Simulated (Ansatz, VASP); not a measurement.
## One calculation of LiCl, two programs

Contents of POSCAR:

```
LiCl
1.0
    0.0000000000      2.5560369945      2.5560369945
    2.5560369945      0.0000000000      2.5560369945
    2.5560369945      2.5560369945      0.0000000000
Li Cl
1 1
Direct
    0.0000000000      0.0000000000      0.0000000000
    0.5000000000      0.5000000000      0.5000000000
```

The input INCAR.step1:

```
SYSTEM = LiCl
PREC = Accurate
ENCUT = 520
EDIFF = 1E-5
ISMEAR = 0
SIGMA = 0.01
LREAL = .False.
LASPH = .True.
NELM = 100
ALGO = Normal
ISIF = 2
LWAVE = .True.
LCHARG = .False.
NBANDS = 12
GGA = PE
```

File INCAR.step2:

```
SYSTEM = LiCl
PREC = Accurate
ENCUT = 520
EDIFF = 1E-7
ISMEAR = 0
SIGMA = 0.01
LREAL = .False.
LASPH = .True.
NELM = 100
ALGO = Normal
ISIF = 2
LWAVE = .False.
LCHARG = .False.
GGA = PE
LHFCALC = .True.
HFSCREEN = 0.2079
PRECFOCK = Normal
NBANDS = 12
ISTART = 1
```

KPOINTS

```
regular mesh
0
Gamma
  4 4 4
  0 0 0
```

Input for Ansatz:

```yaml
crystal:
  lattice:
    - [0.0, 2.5560369945, 2.5560369945]
    - [2.5560369945, 0.0, 2.5560369945]
    - [2.5560369945, 2.5560369945, 0.0]
  atoms:
    - { symbol: Li, position: [0.0, 0.0, 0.0] }
    - { symbol: Cl, position: [0.5, 0.5, 0.5] }
kpoints:
  mp_grid: { grid: [4, 4, 4] }
hamiltonian:
  xc: hse06
scf:
  occupations: { method: fixed }
  n_extra_bands: 4
output:
  forces: true
  stress: true
  eigenvalues: true
```

Alike in both runs: task single point; functional HSE06; k mesh 4 × 4 × 4; no spin polarisation.

```csv
,VASP,Ansatz
version,VASP 6.6.1,Ansatz 0.2.0
potentials or method,"VASP PAW PBE potentials, release 64 (Li_sv, Cl)",plane waves
plane-wave cutoff (eV),520,420
occupations,"gaussian, width 0.01 eV",fixed
valence electrons in the cell,10,10
```

Ansatz gave:

```
gap on the k mesh at the Fermi level (eV) : 7.79
```

Question: Which values does VASP return?

Answer: gap on the k mesh at the Fermi level (eV): 7.80.

Ansatz's warnings: stress exchange threshold loose, stress scf threshold loose.

The k mesh is coarse, so the values compare programs but aren't converged. Noted on VASP's run: the cutoff is short for stress, so the pressure is rough.
